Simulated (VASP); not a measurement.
# Gd (Fm-3m) in VASP: further runs

The runs below take Gd through single point, relaxation of cell and atoms, with PBE.

All numbers are computed with VASP 6.6.1; they aren't measurements. Logs are shortened: lines on timing, memory, paths and dates and some standing lists are left out, and cuts for length are marked.

### Step 1. The cell of the first run

Symmetry: Fm-3m, No. 225, cubic system. Conventional cell: a = 4.012 Å, b = 4.012 Å, c = 4.012 Å, α = 90.00°, β = 90.00°, γ = 90.00°. Gd (site symmetry m-3m) has 12 Gd at 2.84 Å within 3.7 Å.

This isn't the form of Gd at room conditions, which is hcp.

### Step 2. Single point, PBE, collinear spin, ferromagnetic start

Contents of INCAR:

```
  PREC = Accurate
  ENCUT = 520
  EDIFF = 1E-7
  ISMEAR = -1
  SIGMA = 0.05
  LREAL = False
  LASPH = True
  NELM = 150
  ALGO = Normal
  ISIF = 2
  LWAVE = False
  LCHARG = False
  ISPIN = 2
  MAGMOM = 7
  LORBIT = 11
  LMAXMIX = 6
  GGA = PE
  NBANDS = 19
```

Contents of KPOINTS:

```
regular mesh
0
Gamma
  16 16 16
```

Contents of POSCAR:

```
Gd
1.0
    0.0000000000      2.0059263937      2.0059263937
    2.0059263937      0.0000000000      2.0059263937
    2.0059263937      2.0059263937      0.0000000000
Gd
1
Direct
    0.0000000000      0.0000000000      0.0000000000
```

Potentials or basis: VASP PAW PBE potentials, release 64 (Gd).

Run with:

```bash
> cat potpaw_PBE.64/Gd/POTCAR > POTCAR
> mpirun -np 1 vasp_std > vasp.out
```

OUTCAR:

```text
PREC = Accurate
   ENCUT = 520
   EDIFF = 1E-7
   ISMEAR = -1
   LREAL = False
   LASPH = True
   NELM = 150
   ISIF = 2
   ISPIN = 2
   LORBIT = 11
   GGA = PE

 ion  position               nearest neighbor table
   1  0.000  0.000  0.000-

  LATTYP: Found a face centered cubic cell.
 ALAT       =     4.0118527874

  Lattice vectors:

 A1 = (   0.0000000000,   2.0059263937,   2.0059263937)
 A2 = (   2.0059263937,   0.0000000000,   2.0059263937)
 A3 = (   2.0059263937,   2.0059263937,   0.0000000000)

Analysis of symmetry for initial positions (statically):
=====================================================================
 Subroutine PRICEL returns:
 Original cell was already a primitive cell.

 Routine SETGRP: Setting up the symmetry group for a
 face centered cubic supercell.

 Subroutine GETGRP returns: Found 48 space group operations
 (whereof 48 operations were pure point group operations)
 out of a pool of 48 trial point group operations.

The static configuration has the point symmetry O_h .

Analysis of symmetry for dynamics (positions and initial velocities):
=====================================================================
 Subroutine PRICEL returns:
 Original cell was already a primitive cell.

 Routine SETGRP: Setting up the symmetry group for a
 face centered cubic supercell.

 Subroutine GETGRP returns: Found 48 space group operations
 (whereof 48 operations were pure point group operations)
 out of a pool of 48 trial point group operations.

The dynamic configuration has the point symmetry O_h .

Analysis of structural, dynamic, and magnetic symmetry:
=====================================================================
 Subroutine PRICEL returns:
 Original cell was already a primitive cell.

 Routine SETGRP: Setting up the symmetry group for a
 face centered cubic supercell.

 Subroutine GETGRP returns: Found 48 space group operations
 (whereof 48 operations were pure point group operations)
 out of a pool of 48 trial point group operations.

The overall configuration has the point symmetry O_h .

 Subroutine INISYM returns: Found 48 space group operations
 (whereof 48 operations are pure point group operations),
 and found     1 'primitive' translations

----------------------------------------------------------------------------------------

                                     Primitive cell

  volume of cell :      16.1427

  direct lattice vectors                    reciprocal lattice vectors
     0.000000000  2.005926394  2.005926394    -0.249261389  0.249261389  0.249261389
     2.005926394  0.000000000  2.005926394     0.249261389 -0.249261389  0.249261389
     2.005926394  2.005926394  0.000000000     0.249261389  0.249261389 -0.249261389

  length of vectors
     2.836808311  2.836808311  2.836808311     0.431733391  0.431733391  0.431733391

  position of ions in fractional coordinates (direct lattice)
     0.000000000  0.000000000  0.000000000

  ion indices of the primitive-cell ions
   primitive index   ion index
                 1           1

----------------------------------------------------------------------------------------

 KPOINTS: regular mesh

Automatic generation of k-mesh.
 Grid dimensions read from file:
 generate k-points for:   16   16   16

 Generating k-lattice:

  Cartesian coordinates                     Fractional coordinates (reciprocal lattice)
    -0.015578837  0.015578837  0.015578837     0.062500000  0.000000000  0.000000000
     0.015578837 -0.015578837  0.015578837     0.000000000  0.062500000  0.000000000
     0.015578837  0.015578837 -0.015578837     0.000000000  0.000000000  0.062500000

  Length of vectors
     0.026983337  0.026983337  0.026983337

  Shift w.r.t. Gamma in fractional coordinates (k-lattice)
     0.000000000  0.000000000  0.000000000

 Subroutine IBZKPT returns following result:
 ===========================================

 Found    145 irreducible k-points:

 Following reciprocal coordinates:
            Coordinates               Weight
  0.000000  0.000000  0.000000      1.000000
  0.062500  0.000000  0.000000      8.000000
  0.125000  0.000000  0.000000      8.000000
  0.187500  0.000000  0.000000      8.000000
  0.250000  0.000000  0.000000      8.000000
  0.312500  0.000000  0.000000      8.000000
[... 16 lines left out ...]
 -0.125000  0.062500  0.000000     24.000000
 -0.062500  0.062500  0.000000     12.000000
 [... further k-points ...]
   k-points           NKPTS =    145   k-points in BZ     NKDIM =    145   number of bands    NBANDS=     19
   number of dos      NEDOS =    301   number of ions     NIONS =      1
   total plane-waves  NPLWV =  13824
   dimension x,y,z NGX =    24 NGY =   24 NGZ =   24
   dimension x,y,z NGXF=    48 NGYF=   48 NGZF=   48
   ions per type =               1
   NGX,Y,Z   is equivalent  to a cutoff of  14.06, 14.06, 14.06 a.u.
   NGXF,Y,Z  is equivalent  to a cutoff of  28.13, 28.13, 28.13 a.u.
 SYSTEM =  unknown system
   PREC   = accura    normal or accurate (medium, high low for compatibility)
   ISTART =      0    job   : 0-new  1-cont  2-samecut
   ICHARG =      2    charge: 1-file 2-atom 10-const
   ISPIN  =      2    spin polarized calculation?
   LNONCOLLINEAR =      F non collinear calculations
   LSORBIT =      F    spin-orbit coupling
   LASPH  =      T    aspherical Exc in radial PAW
   ENCUT  =  520.0 eV  38.22 Ry    6.18 a.u.   5.27  5.27  5.27*2*pi/ulx,y,z
   NELM   =    150;   NELMIN=  2; NELMDL= -5     # of ELM steps
   EDIFF  = 0.1E-06   stopping-criterion for ELM
   LREAL  =      F    real-space projection
   EDIFFG = 0.1E-05   stopping-criterion for IOM
   NSW    =      0    number of steps for IOM
   IBRION =     -1    ionic relax: 0-MD 1-quasi-New 2-CG
   NFREE  =      0    steps in history (QN), initial steepest desc. (CG)
   ISIF   =      2    stress and relaxation
   ISYM   =      2    0-nonsym 1-usesym 2-fastsym
   POTIM  = 0.5000    time-step for ionic-motion
   TEBEG  =    0.0;   TEEND  =   0.0 temperature during run
   PSTRESS=    0.0 pullay stress
   NELECT =      18.0000    total number of electrons
   NUPDOWN=      -1.0000    fix difference up-down
   EMIN   =  10.00;   EMAX   =-10.00  energy-range for DOS
   EFERMI =   0.00;   METHOD = LEGACY
   ISMEAR =    -1;   SIGMA  =   0.05  broadening in eV -4-tet -1-fermi 0-gaus
   EFERMI_NEDOS =   21; number of points for ismear=-14 and -15
   IALGO  =     38    algorithm
   IMIX   =      4    mixing-type and parameters
     AMIX     =   0.40;   BMIX     =  1.00
     AMIX_MAG =   1.60;   BMIX_MAG =  1.00
  volume/ion in A,a.u.               =      16.14       108.94
  Fermi-wavevector in a.u.,A,eV,Ry     =   1.697621  3.208038 39.210850  2.881916
  Thomas-Fermi vector in A             =   2.778269
   LORBIT       =     11    0 simple, 1 ext, 2 COOP (PROOUT), +10 PAW based schemes
   GGA     = PE    functional components
   LHFCALC =     F    Hartree Fock is set to
   AEXX    =    0.0000 exact exchange contribution
   IVDW    =     0    specifies the selected vdW correction
   LEPSILON=     F    determine dielectric tensor
   LRPA    =     F    only Hartree local field effects (RPA)
 spin polarized calculation
  energy-cutoff  :      520.00
  volume of cell :       16.14
 maximum number of plane-waves:       448
 NGX is ok and might be reduce to    24
   NGX = 11   NGY = 11   NGZ = 11

 number of electron      18.0000001 magnetization       6.7366721

 Free energy of the ion-electron system (eV)
  ---------------------------------------------------
  ext. energy  EPLUGINS =         0.00000000
  ---------------------------------------------------
  free energy    TOTEN  =        -9.41675201 eV

  energy without entropy =       -9.40725219  energy(sigma->0) =       -9.41200210

 E-fermi :   7.3229     XC(G=0): -13.7512

 val. band max:        7.3215001931   @ k =   0.4375   0.1250   0.0625
 cond. band min:       7.3496519537   @ k =  -0.3750   0.3750   0.1250
 fundamental gap:      0.0281517606
 Fermi energy:         7.3228575271

 spin component 1

 k-point     1 :       0.0000    0.0000    0.0000
  band No.  band energies     occupation
      1     -37.7470      1.00000
      2     -12.3839      1.00000
      3     -12.3839      1.00000
      4     -12.3839      1.00000
      5       3.2129      1.00000
      6       3.2209      1.00000
[... 11 lines left out ...]
     18      20.0966      0.00000
     19      25.7618      0.00000

 k-point     2 :       0.0625    0.0000    0.0000
  band No.  band energies     occupation
      1     -37.7125      1.00000
      2     -12.6292      1.00000
      3     -12.4096      1.00000
      4     -12.4096      1.00000
      5       3.2130      1.00000
      6       3.5021      1.00000
[... 476 lines left out ...]
 k-point    24 :      -0.0625    0.0625    0.0000
  band No.  band energies     occupation
      1     -37.6562      1.00000
      2     -12.9584      1.00000
      3     -12.5460      1.00000
      4     -12.4090      1.00000
      5       3.2175      1.00000
      6       3.6470      1.00000
[... 11 lines left out ...]
     18      21.2168      0.00000
     19      24.2039      0.00000

 [... further k-points ...]

 spin component 2

 k-point     1 :       0.0000    0.0000    0.0000
  band No.  band energies     occupation
      1     -34.9483      1.00000
      2     -10.0582      1.00000
      3     -10.0582      1.00000
      4     -10.0582      1.00000
      5       4.1162      1.00000
      6       7.5230      0.01794
[... 11 lines left out ...]
     18      21.3200      0.00000
     19      26.6542      0.00000

 k-point     2 :       0.0625    0.0000    0.0000
  band No.  band energies     occupation
      1     -34.9086      1.00000
      2     -10.3464      1.00000
      3     -10.0875      1.00000
      4     -10.0875      1.00000
      5       4.4240      1.00000
      6       7.4217      0.12167
[... 476 lines left out ...]
 k-point    24 :      -0.0625    0.0625    0.0000
  band No.  band energies     occupation
      1     -34.8438      1.00000
      2     -10.7290      1.00000
      3     -10.2467      1.00000
      4     -10.0849      1.00000
      5       4.8880      1.00000
      6       7.2756      0.72027
[... 11 lines left out ...]
     18      22.3440      0.00000
     19      24.9029      0.00000

 [... further k-points ...]

------------------------ aborting loop because EDIFF is reached ----------------------------------------

  FORCE on cell =-STRESS in cart. coord.  units (eV):
  Direction    XX          YY          ZZ          XY          YZ          ZX
  --------------------------------------------------------------------------------------
  -------------------------------------------------------------------------------------
  Total        7.1638725      7.1638725      7.1638725     -0.0000000      0.0000000      0.0000000
  in kB      711.0226814    711.0226814    711.0226814     -0.0000000      0.0000000      0.0000000
  external PRESSURE =     711.0226814 kB  Pullay stress =       0.0000000 kB

 VOLUME and BASIS-vectors are now :
 -----------------------------------------------------------------------------
  energy-cutoff  :      520.00
  volume of cell :       16.14
      direct lattice vectors                 reciprocal lattice vectors
     0.000000000  2.005926394  2.005926394    -0.249261389  0.249261389  0.249261389
     2.005926394  0.000000000  2.005926394     0.249261389 -0.249261389  0.249261389
     2.005926394  2.005926394  0.000000000     0.249261389  0.249261389 -0.249261389

 POSITION                                       TOTAL-FORCE (eV/Angst)
 -----------------------------------------------------------------------------------
      0.00000      0.00000      0.00000        -0.000000      0.000000      0.000000
 -----------------------------------------------------------------------------------
    total drift:                               -0.000000     -0.000000     -0.000000

  FREE ENERGIE OF THE ION-ELECTRON SYSTEM (eV)
  ---------------------------------------------------
  free  energy   TOTEN  =        -9.4167520067 eV

  energy  without entropy=       -9.4072521874  energy(sigma->0) =       -9.41200210

 total charge

# of ion       s       p       d       f       tot
--------------------------------------------------
    1        2.103   5.508   1.174   7.128  15.914

 magnetization (x)

# of ion       s       p       d       f       tot
--------------------------------------------------
    1        0.021  -0.053   0.048   6.532   6.548
```

Wall time 2.6 min (1 thread of AMD EPYC 9R45 (Zen 5), shared host); peak memory 0.19 GiB.

What came out:

| Item | Value |
| --- | --- |
| Free energy | -9.4168 eV |
| Pressure | 71.1 GPa |
| Net moment | 6.74 μB per cell |
| Site moments | Gd +6.55 μB |
| Valence electrons inside the program's atomic spheres | Gd 15.91 |

Levels at points of the mesh, in eV from the Fermi level:
Spin up:
| k point | band 10 | band 11 | band 12 | band 13 | band 14 | band 15 |
| --- | --- | --- | --- | --- | --- | --- |
| (0.00, 0.00, 0.00) | -3.03 | -3.03 | -3.03 | 1.84 | 1.84 | 1.84 |
| (0.50, 0.00, 0.00) | -3.14 | -3.14 | -3.01 | 1.32 | 1.32 | 6.80 |
| (0.50, 0.50, 0.00) | -3.33 | -3.23 | -3.23 | -3.14 | 10.49 | 11.20 |
Spin down:
```
           k point  band 2  band 3  band 4  band 5  band 6  band 7  band 8  band 9  band 10  band 11
(0.00, 0.00, 0.00)  -17.38  -17.38  -17.38   -3.21    0.20    1.18    1.18    1.18     2.30     2.30
(0.50, 0.00, 0.00)  -23.04  -18.09  -18.09   -2.66    0.32    1.36    1.36    1.73     2.04     2.04
(0.50, 0.50, 0.00)  -22.59  -19.43  -19.43   -4.35   -3.22    1.43    1.62    1.62     1.71     1.90
```

Caveat: the cell stands under pressure; spin-orbit coupling is left out, which moves the levels of the heavy elements; semilocal functionals describe open f shells poorly, which spoils levels, moments and volumes.

### Step 3. Single point, PBE, collinear spin, ferromagnetic start

Contents of INCAR:

```
PREC = Accurate
ENCUT = 520
EDIFF = 1E-6
ISMEAR = -1
SIGMA = 0.05
LREAL = F
LASPH = T
NELM = 150
ALGO = Normal
ISIF = 2
LWAVE = F
LCHARG = F
ISPIN = 2
MAGMOM = 7
LORBIT = 11
LMAXMIX = 6
GGA = PE
NBANDS = 19
```

KPOINTS is that of step 2.

Contents of POSCAR:

```
Gd
1.0
    0.0000000000      2.0060296529      2.0060296529
    2.0060296529      0.0000000000      2.0060296529
    2.0060296529      2.0060296529      0.0000000000
Gd
1
Direct
    0.0000000000      0.0000000000      0.0000000000
```

Potentials or basis: VASP PAW PBE potentials, release 64 (Gd).

Run with:

```bash
> cat potpaw_PBE.64/Gd/POTCAR > POTCAR
> mpirun -np 1 vasp_std > vasp.out
```

Run time: 2.5 min. Hardware: 1 thread of AMD EPYC 9R45 (Zen 5), shared host; peak memory 0.18 GiB.

Results (log left out):

| Property | Result |
| --- | --- |
| Free energy | -9.4179 eV |
| Pressure | 71.0 GPa |
| Net moment | 6.74 μB per cell |
| Site moments | Gd +6.55 μB |
| Valence electrons inside the program's atomic spheres | Gd 15.91 |

Levels at points of the mesh, in eV from the Fermi level:
Spin up:
| k point | band 8 | band 9 | band 10 | band 11 | band 12 | band 13 | band 14 | band 15 | band 16 | band 17 |
| --- | --- | --- | --- | --- | --- | --- | --- | --- | --- | --- |
| (0.00, 0.00, 0.00) | -3.65 | -3.65 | -3.03 | -3.03 | -3.03 | 1.84 | 1.84 | 1.84 | 6.89 | 6.89 |
| (0.50, 0.00, 0.00) | -3.44 | -3.24 | -3.14 | -3.14 | -3.01 | 1.32 | 1.32 | 6.79 | 11.07 | 11.07 |
| (0.50, 0.50, 0.00) | -3.45 | -3.45 | -3.33 | -3.24 | -3.24 | -3.14 | 10.49 | 11.20 | 12.49 | 12.49 |
Spin down:
```
           k point  band 3  band 4  band 5  band 6  band 7  band 8  band 9  band 10
(0.00, 0.00, 0.00)  -17.38  -17.38   -3.21    0.20    1.18    1.18    1.18     2.30
(0.50, 0.00, 0.00)  -18.09  -18.09   -2.66    0.32    1.36    1.36    1.73     2.04
(0.50, 0.50, 0.00)  -19.43  -19.43   -4.35   -3.22    1.43    1.62    1.62     1.71
```

Caveat: the cell stands under pressure; spin-orbit coupling is left out, which moves the levels of the heavy elements; semilocal functionals describe open f shells poorly, which spoils levels, moments and volumes.

(Continued in part 2 of 2.)
